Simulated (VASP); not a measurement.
Wanted: the native input for a VASP 6.6.1 run.

```yaml
Task: single point
Functional: BLYP
Potentials_or_basis: VASP PAW PBE potentials, release 64 (Ru_pv)
Cutoff: 520 eV
k_mesh: 16 × 16 × 16
Occupations: fermi-dirac, width 0.1 eV
Spin: no spin polarisation
Dipole_correction: no
Further_INCAR_settings: ALGO = Normal; EDIFF = 1e-06; NBANDS = 13
```

The structure of Ru lies in POSCAR:

```
Ru
1.0
    0.0000000000      1.9614216955      1.9614216955
    1.9614216955      0.0000000000      1.9614216955
    1.9614216955      1.9614216955      0.0000000000
Ru
1
Direct
    0.0000000000      0.0000000000      0.0000000000
```

This cell differs from its parent crystal: volume scaled by 1.04.

These files were run (other wordings do the same):

INCAR

```
  PREC = Accurate
  ENCUT = 520
  EDIFF = 1E-6
  ISMEAR = -1
  SIGMA = 0.1
  LREAL = False
  LASPH = True
  NELM = 100
  ALGO = Normal
  ISIF = 2
  LWAVE = False
  LCHARG = False
  GGA = B5
  ALDAX = 1.0
  AGGAX = 1.0
  AGGAC = 1.0
  ALDAC = 0.0
  NBANDS = 13
```

KPOINTS

```
Automatic mesh
0
Gamma
  16 16 16
```

Potentials or basis: VASP PAW PBE potentials, release 64 (Ru_pv).

The run is started by

```console
$ cat potpaw_PBE.64/Ru_pv/POTCAR > POTCAR
$ mpirun -np 1 vasp_std > vasp.out
```

Results of the run:

```json
{
 "Pressure": "-8.8 GPa",
 "Band gap on the k mesh": "zero (band 7 reaches 13.33 eV, above the bottom of band 8 at 10.31 eV)"
}
```

Caveat: the PAW data sets were made with another functional, which shifts forces and pressure a little.

It took 19 s on 1 thread of Intel(R) Xeon(R) Platinum 8375C CPU @ 2.90GHz (Ice Lake), on a shared host, peak memory 0.15 GiB.
